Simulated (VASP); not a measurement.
# BaS (P1) in VASP: relaxation of cell and atoms with r2SCAN

Aim: the relaxation of cell and atoms of BaS with r2SCAN.

Everything below comes from runs of VASP 6.6.1. Logs are shortened: lines on timing, memory, paths and dates and some standing lists are left out, and cuts for length are marked.

## Step 1: The cell of the first run

The typed cell holds 2 atoms: a = 4.745 Å, b = 4.643 Å, c = 4.584 Å, α = 58.20°, β = 58.99°, γ = 59.25°.

## Step 2: Relaxation of cell and atoms, r2SCAN

Contents of POSCAR:

```
BaS
1.0
   -0.0036567900      3.3509330100      3.3601393000
    3.2794633600      0.0703239400      3.2861595600
    3.2414173100      3.2389072300      0.1083689900
Ba S
1 1
Direct
    0.9877200000      0.0113570000      0.9916770000
    0.4942130000      0.4947010000      0.5183230000
```

Contents of INCAR.step1:

```
SYSTEM = BaS
PREC = Accurate ; ENCUT = 600
ISMEAR = -1 ; SIGMA = 0.1
LREAL = .FALSE. ; LASPH = .TRUE.
NELM = 100 ; GGA = PE
ALGO = Normal ; EDIFF = 1E-4
LWAVE = .TRUE. ; LCHARG = .FALSE.
```

Contents of INCAR.step2:

```
SYSTEM = BaS
PREC = Accurate ; ENCUT = 600
EDIFF = 1E-6 ; ISMEAR = -1
SIGMA = 0.1 ; LREAL = .FALSE.
LASPH = .TRUE. ; NELM = 100
ALGO = Normal ; ISIF = 3
LWAVE = .FALSE. ; LCHARG = .FALSE.
METAGGA = R2SCAN ; LMIXTAU = .TRUE.
IBRION = 2 ; NSW = 60
EDIFFG = -0.01 ; ISTART = 1
```

Contents of KPOINTS:

```
Automatic mesh
0
G
  5 5 5
  0 0 0
```

Potentials or basis: VASP PAW PBE potentials, release 64 (Ba_sv, S).

Command:

```console
$ cat potpaw_PBE.64/Ba_sv/POTCAR potpaw_PBE.64/S/POTCAR > POTCAR
$ cp INCAR.step1 INCAR
$ mpirun -np 1 vasp_std > vasp.out
$ cp INCAR.step2 INCAR
$ mpirun -np 1 vasp_std > vasp.out
```

OUTCAR:

```text
SYSTEM = BaS
   PREC = Accurate
   ENCUT = 600
   EDIFF = 1E-6
   ISMEAR = -1
   LREAL = .FALSE.
   LASPH = .TRUE.
   NELM = 100
   ISIF = 3
   METAGGA = R2SCAN
   IBRION = 2
   NSW = 60
   EDIFFG = -0.01
   ISTART = 1

 ion  position               nearest neighbor table
   1  0.988  0.011  0.992-   2 3.16   2 3.23   2 3.25   2 3.30   2 3.30   2 3.37
   2  0.494  0.495  0.518-   1 3.16   1 3.23   1 3.25   1 3.30   1 3.30   1 3.37

  LATTYP: Found a triclinic cell.
 ALAT       =     4.5953308737
 B/A-ratio  =     1.0101225514
 C/A-ratio  =     0.9974391740
 COS(alpha) =     0.0003927835
 COS(beta)  =     0.4654328653
 COS(gamma) =     0.5279705019

  Lattice vectors:

 A1 = (  -3.2450741000,   0.1120257800,   3.2517703100)
 A2 = (  -3.2831201500,   3.2806090700,   0.0739797400)
 A3 = (  -3.2414173100,  -3.2389072300,  -0.1083689900)

Analysis of symmetry for initial positions (statically):
=====================================================================
 Subroutine PRICEL returns:
 Original cell was already a primitive cell.

 Routine SETGRP: Setting up the symmetry group for a
 triclinic supercell.

 Subroutine GETGRP returns: Found  1 space group operations
 (whereof  1 operations were pure point group operations)
 out of a pool of  2 trial point group operations.

The static configuration has the point symmetry C_1 .

Analysis of symmetry for dynamics (positions and initial velocities):
=====================================================================
 Subroutine PRICEL returns:
 Original cell was already a primitive cell.

 Routine SETGRP: Setting up the symmetry group for a
 triclinic supercell.

 Subroutine GETGRP returns: Found  1 space group operations
 (whereof  1 operations were pure point group operations)
 out of a pool of  2 trial point group operations.

The dynamic configuration has the point symmetry C_1 .

 Subroutine INISYM returns: Found  1 space group operations
 (whereof  1 operations are pure point group operations),
 and found     1 'primitive' translations

----------------------------------------------------------------------------------------

                                     Primitive cell

  volume of cell :      69.4666

  direct lattice vectors                    reciprocal lattice vectors
    -0.003656790  3.350933010  3.360139300    -0.153108844  0.148221274  0.149624914
     3.279463360  0.070323940  3.286159560     0.151440375 -0.156795005  0.156530220
     3.241417310  3.238907230  0.108368990     0.155116390  0.158802598 -0.158198691

  length of vectors
     4.745450613  4.643131491  4.583563031     0.260383331  0.268366486  0.272591609

  position of ions in fractional coordinates (direct lattice)
     0.987720000  0.011357000  0.991677000
     0.494213000  0.494701000  0.518323000

  ion indices of the primitive-cell ions
   primitive index   ion index
                 1           1
                 2           2

----------------------------------------------------------------------------------------

 KPOINTS: Automatic mesh

Automatic generation of k-mesh.
 Grid dimensions read from file:
 generate k-points for:    5    5    5

 Generating k-lattice:

  Cartesian coordinates                     Fractional coordinates (reciprocal lattice)
    -0.030621769  0.029644255  0.029924983     0.200000000  0.000000000  0.000000000
     0.030288075 -0.031359001  0.031306044     0.000000000  0.200000000 -0.000000000
     0.031023278  0.031760520 -0.031639738     0.000000000 -0.000000000  0.200000000

  Length of vectors
     0.052076666  0.053673297  0.054518322

  Shift w.r.t. Gamma in fractional coordinates (k-lattice)
     0.000000000  0.000000000  0.000000000

 Subroutine IBZKPT returns following result:
 ===========================================

 Found     63 irreducible k-points:

 Following reciprocal coordinates:
            Coordinates               Weight
  0.000000  0.000000  0.000000      1.000000
  0.200000  0.000000 -0.000000      2.000000
  0.400000  0.000000 -0.000000      2.000000
 -0.000000  0.200000  0.000000      2.000000
  0.200000  0.200000  0.000000      2.000000
  0.400000  0.200000 -0.000000      2.000000
[... 16 lines left out ...]
 -0.200000  0.200000  0.200000      2.000000
 -0.000000  0.400000  0.200000      2.000000
 [... further k-points ...]
   k-points           NKPTS =     63   k-points in BZ     NKDIM =     63   number of bands    NBANDS=     12
   number of dos      NEDOS =    301   number of ions     NIONS =      2
   total plane-waves  NPLWV =  64000
   dimension x,y,z NGX =    40 NGY =   40 NGZ =   40
   dimension x,y,z NGXF=    80 NGYF=   80 NGZF=   80
   ions per type =               1   1
   NGX,Y,Z   is equivalent  to a cutoff of  14.01, 14.32, 14.51 a.u.
   NGXF,Y,Z  is equivalent  to a cutoff of  28.03, 28.64, 29.02 a.u.
 SYSTEM =  BaS
   PREC   = accura    normal or accurate (medium, high low for compatibility)
   ISTART =      1    job   : 0-new  1-cont  2-samecut
   ICHARG =      0    charge: 1-file 2-atom 10-const
   ISPIN  =      1    spin polarized calculation?
   LNONCOLLINEAR =      F non collinear calculations
   LSORBIT =      F    spin-orbit coupling
   LASPH  =      T    aspherical Exc in radial PAW
   ENCUT  =  600.0 eV  44.10 Ry    6.64 a.u.   9.48  9.27  9.15*2*pi/ulx,y,z
   NELM   =    100;   NELMIN=  2; NELMDL=  0     # of ELM steps
   EDIFF  = 0.1E-05   stopping-criterion for ELM
   LREAL  =      F    real-space projection
   EDIFFG = -.1E-01   stopping-criterion for IOM
   NSW    =     60    number of steps for IOM
   IBRION =      2    ionic relax: 0-MD 1-quasi-New 2-CG
   NFREE  =      1    steps in history (QN), initial steepest desc. (CG)
   ISIF   =      3    stress and relaxation
   ISYM   =      2    0-nonsym 1-usesym 2-fastsym
   POTIM  = 0.5000    time-step for ionic-motion
   TEBEG  =    0.0;   TEEND  =   0.0 temperature during run
   PSTRESS=    0.0 pullay stress
   NELECT =      16.0000    total number of electrons
   NUPDOWN=      -1.0000    fix difference up-down
   EMIN   =  10.00;   EMAX   =-10.00  energy-range for DOS
   EFERMI =   0.00;   METHOD = LEGACY
   ISMEAR =    -1;   SIGMA  =   0.10  broadening in eV -4-tet -1-fermi 0-gaus
   EFERMI_NEDOS =   21; number of points for ismear=-14 and -15
   IALGO  =     38    algorithm
   IMIX   =      4    mixing-type and parameters
     AMIX     =   0.40;   BMIX     =  1.00
     AMIX_MAG =   1.60;   BMIX_MAG =  1.00
  volume/ion in A,a.u.               =      34.73       234.39
  Fermi-wavevector in a.u.,A,eV,Ry     =   1.003513  1.896364 13.701581  1.007038
  Thomas-Fermi vector in A             =   2.136069
   LORBIT       =      0    0 simple, 1 ext, 2 COOP (PROOUT), +10 PAW based schemes
   METAGGA = R2SCAN    functional components
   LHFCALC =     F    Hartree Fock is set to
   AEXX    =    0.0000 exact exchange contribution
   IVDW    =     0    specifies the selected vdW correction
   LEPSILON=     F    determine dielectric tensor
   LRPA    =     F    only Hartree local field effects (RPA)
 conjugate gradient relaxation of ions
 non-spin polarized calculation
  energy-cutoff  :      600.00
  volume of cell :       69.47
 maximum number of plane-waves:      2340
 NGX is ok and might be reduce to    40
   NGX = 19   NGY = 19   NGZ = 19

--------------------------------------- Ionic step        1  -------------------------------------------

 number of electron      16.0000000 magnetization

 Free energy of the ion-electron system (eV)
  ---------------------------------------------------
  ext. energy  EPLUGINS =         0.00000000
  ---------------------------------------------------
  free energy    TOTEN  =       -39.17022430 eV

  energy without entropy =      -39.17022378  energy(sigma->0) =      -39.17022404

------------------------ aborting loop because EDIFF is reached ----------------------------------------

  FORCE on cell =-STRESS in cart. coord.  units (eV):
  Direction    XX          YY          ZZ          XY          YZ          ZX
  --------------------------------------------------------------------------------------
  -------------------------------------------------------------------------------------
  Total       -0.6367419     -0.4209634     -0.6708429      0.0859014     -0.4617489     -0.0708052
  in kB      -14.6858196     -9.7091040    -15.4723257      1.9812315    -10.6497801     -1.6330518
  external PRESSURE =     -13.2890831 kB  Pullay stress =       0.0000000 kB
[... 89 lines left out ...]
  FREE ENERGIE OF THE ION-ELECTRON SYSTEM (eV)
  ---------------------------------------------------
  free  energy   TOTEN  =       -39.1920131844 eV

  energy  without entropy=      -39.1920125054  energy(sigma->0) =      -39.19201284

[... ionic steps 4 to 7 ...]

--------------------------------------- Ionic step        8  -------------------------------------------

 number of electron      16.0000000 magnetization

------------------------ aborting loop because EDIFF is reached ----------------------------------------
[... 67 lines left out ...]
--------------------------------------- Ionic step       10  -------------------------------------------

 number of electron      16.0000000 magnetization

 Free energy of the ion-electron system (eV)
  ---------------------------------------------------
  ext. energy  EPLUGINS =         0.00000000
  ---------------------------------------------------
  free energy    TOTEN  =       -39.20688665 eV

  energy without entropy =      -39.20688594  energy(sigma->0) =      -39.20688630

 E-fermi :   2.4015     XC(G=0):  -8.9440

 val. band max:        1.0646074160   @ k =   0.0000   0.0000   0.0000
 cond. band min:       3.6926402238   @ k =   0.4000  -0.0000   0.4000
 fundamental gap:      2.6280328078
 Fermi energy:         2.4014883686

 k-point     1 :       0.0000    0.0000    0.0000
  band No.  band energies     occupation
      1     -25.8508      2.00000
      2     -10.4875      2.00000
      3     -10.4874      2.00000
      4     -10.4874      2.00000
      5      -9.6871      2.00000
      6       1.0621      2.00000
      7       1.0630      2.00000
      8       1.0646      2.00000
      9       5.1251      0.00000
     10       5.3595      0.00000
     11       5.3628      0.00000
     12       5.3680      0.00000
[... 331 lines left out ...]
 k-point    24 :      -0.0000    0.4000    0.2000
  band No.  band energies     occupation
      1     -25.8132      2.00000
      2     -11.2654      2.00000
      3     -10.5922      2.00000
      4     -10.5773      2.00000
      5      -8.9152      2.00000
      6      -0.2509      2.00000
      7       0.4172      2.00000
      8       0.5563      2.00000
      9       4.7626      0.00000
     10       7.2619      0.00000
     11       7.7514      0.00000
     12       7.8906      0.00000

 [... further k-points ...]

------------------------ aborting loop because EDIFF is reached ----------------------------------------

  FORCE on cell =-STRESS in cart. coord.  units (eV):
  Direction    XX          YY          ZZ          XY          YZ          ZX
  --------------------------------------------------------------------------------------
  -------------------------------------------------------------------------------------
  Total       -0.0128400     -0.0116168     -0.0131874     -0.0030956     -0.0065473      0.0021012
  in kB       -0.3061791     -0.2770092     -0.3144626     -0.0738176     -0.1561250      0.0501047
  external PRESSURE =      -0.2992170 kB  Pullay stress =       0.0000000 kB
[... 17 lines left out ...]
  FREE ENERGIE OF THE ION-ELECTRON SYSTEM (eV)
  ---------------------------------------------------
  free  energy   TOTEN  =       -39.2068866513 eV

  energy  without entropy=      -39.2068859445  energy(sigma->0) =      -39.20688630

 reached required accuracy - stopping structural energy minimisation
```

It took 19 min on 1 thread of Intel Xeon Platinum 8488C (Sapphire Rapids), shared host; peak memory 0.31 GiB.

What came out:

- Free energy: -39.2069 eV
- Relaxed volume: 33.59 Å³/atom
- Relaxed cell: a = 4.565 Å, b = 4.563 Å, c = 4.564 Å, α = 59.97°, β = 59.99°, γ = 59.98°
- Space group after relaxing (to 0.1 Å): Fm-3m (No. 225)
- Energy gained by relaxing: 18.3 meV/atom
- Ionic steps: 10
- Pressure after relaxing: 0.0 GPa
- Largest force after relaxing: 0.003 eV/Å
- Band gap on the k mesh: 2.63 eV (least direct gap 2.79 eV)

Forces on the atoms (eV/Å):
```
Ba  -0.001 -0.003  0.001
S    0.001  0.003 -0.001
```

The path:
| step | energy change (eV) | largest force (eV/Å) | pressure (GPa) | volume (Å³) |
| --- | --- | --- | --- | --- |
| 1 | 0.0000 | 0.2069 | -1.33 | 69.47 |
| 2 | -0.0217 | 0.1978 | 0.43 | 66.60 |
| 3 | -0.0218 | 0.1969 | 0.55 | 66.42 |
| 4 | -0.0302 | 0.1422 | 0.28 | 66.79 |
| 5 | -0.0344 | 0.0717 | -0.07 | 67.28 |
| 6 | -0.0358 | 0.0481 | -0.01 | 67.16 |
| 7 | -0.0361 | 0.0265 | 0.05 | 67.07 |
| 8 | -0.0361 | 0.0316 | 0.03 | 67.09 |
| 9 | -0.0366 | 0.0110 | 0.00 | 67.15 |
| 10 | -0.0367 | 0.0034 | -0.03 | 67.19 |

Final structure:
```xyz
2
Lattice="0.0003 3.2287 3.2277 3.2263 0.0025 3.2264 3.2274 3.2271 0.0007" Properties=species:S:1:pos:R:3 pbc="T T T"
Ba    0.0266    3.2165    3.2081
S     3.2525    3.2154    3.2083
```

Caveat: the PAW data sets were made with another functional, which shifts forces and pressure a little; spin-orbit coupling is left out, which moves the levels of the heavy elements; an odd mesh through Γ misses points on the zone boundary, where band edges can lie.
